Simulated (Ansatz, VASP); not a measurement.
**BaTiO3 in VASP and in Ansatz**

Contents of INCAR:

```
ALGO     = Normal         # electronic algorithm
EDIFF    = 1E-6           # SCF threshold, eV
ENCUT    = 520            # plane-wave cutoff, eV
GGA      = PS             # functional
GGA_COMPAT= False        
ISIF     = 2              # what is computed and relaxed
ISMEAR   = -1             # smearing method
LASPH    = True           # aspherical terms in the spheres
LCHARG   = False          # write CHGCAR
LMAXMIX  = 4              # l up to which the mixer works
LORBIT   = 11             # projections on sites
LORBMOM  = True         
LREAL    = False          # projectors in reciprocal space
LSORBIT  = True           # spin-orbit coupling
LWAVE    = False          # write WAVECAR
MAGMOM   = 0 0 0 0 0 0 0 0 0 0 0 0 0 0 0 # initial moments
NBANDS   = 55             # bands
NELM     = 150            # most SCF steps
PREC     = Accurate       # precision mode
SIGMA    = 0.05           # smearing width, eV
```

File KPOINTS:

```
k-points
0
Gamma
  7 7 7
```

The input POSCAR:

```
BaTiO3
1.0
    3.9998000000      0.0000000000      0.0000000000
    0.0000000000      3.9998000000      0.0000000000
    0.0000000000      0.0000000000      4.0180000000
Ba Ti O
1 1 3
Direct
    0.0000000000      0.0000000000      0.0000000000
    0.5000000000      0.5000000000      0.4900000000
    0.0000000000      0.5000000000      0.5170000000
    0.5000000000      0.0000000000      0.5170000000
    0.5000000000      0.5000000000      0.0190000000
```

input.yaml

```yaml
crystal:
  lattice:
    - [3.9998, 0.0, 0.0]
    - [0.0, 3.9998, 0.0]
    - [0.0, 0.0, 4.018]
  atoms:
    - { symbol: Ba, position: [0.0, 0.0, 0.0] }
    - { symbol: Ti, position: [0.5, 0.5, 0.49] }
    - { symbol: O, position: [0.0, 0.5, 0.517] }
    - { symbol: O, position: [0.5, 0.0, 0.517] }
    - { symbol: O, position: [0.5, 0.5, 0.019] }
hamiltonian:
  xc: pbesol
  pseudopotentials: { kind: paw_fr }
magnetization:
  noncollinear: true
  spin_orbit: true
kpoints:
  mp_grid: { grid: [7, 7, 7] }
  band_path:
    path:
      - [[0.0, 0.0, 0.0], [0.0, 0.5, 0.0], [0.5, 0.5, 0.0], [0.0, 0.0, 0.0], [0.0, 0.0, 0.5], [0.0, 0.5, 0.5], [0.5, 0.5, 0.5], [0.0, 0.0, 0.5]]
      - [[0.0, 0.5, 0.0], [0.0, 0.5, 0.5]]
      - [[0.5, 0.5, 0.0], [0.5, 0.5, 0.5]]
    npoints: 14
scf:
  occupations: { method: fermi_dirac, width: 0.05 }
  n_extra_bands: 12
output:
  forces: true
  stress: true
  eigenvalues: true
  fatbands: false
```

Alike in both runs: functional PBEsol; k mesh 7 × 7 × 7; occupations fermi-dirac, width 0.05 eV; non-collinear spin, spin-orbit coupling.

|  | VASP | Ansatz |
| --- | --- | --- |
| version | VASP 6.6.1 | Ansatz 0.2.0 |
| potentials or method | VASP PAW PBE potentials, release 64 (Ba_sv, Ti_sv, O) | Ansatz PAW |
| plane-wave cutoff (eV) | 520 | 420 |
| valence electrons in the cell | 40 | 40 |
| task | single point | band structure |

|  | VASP | Ansatz | Ansatz less VASP |
| --- | --- | --- | --- |
| pressure (GPa) | -2.0 | -3.8 | -1.83 |
| traceless stress, the component that is largest in VASP (GPa) | 0.64 | 0.59 | -0.042 |
| rms of the force components (eV/Å) | 0.102 | 0.108 | +0.0066 |
| net moment per atom (μB) | 0.00 | 0.00 | 0.000 |

VASP's potentials were made for PBE, not for PBEsol. Atom by atom the forces differ by 0.015 eV/Å (rms over components). With one functional, cell and mesh, what is left measures potentials, basis and numerics.

Noted on Ansatz's run: the k mesh misses the band edges, so the gap on the mesh is wider than the one along the path.
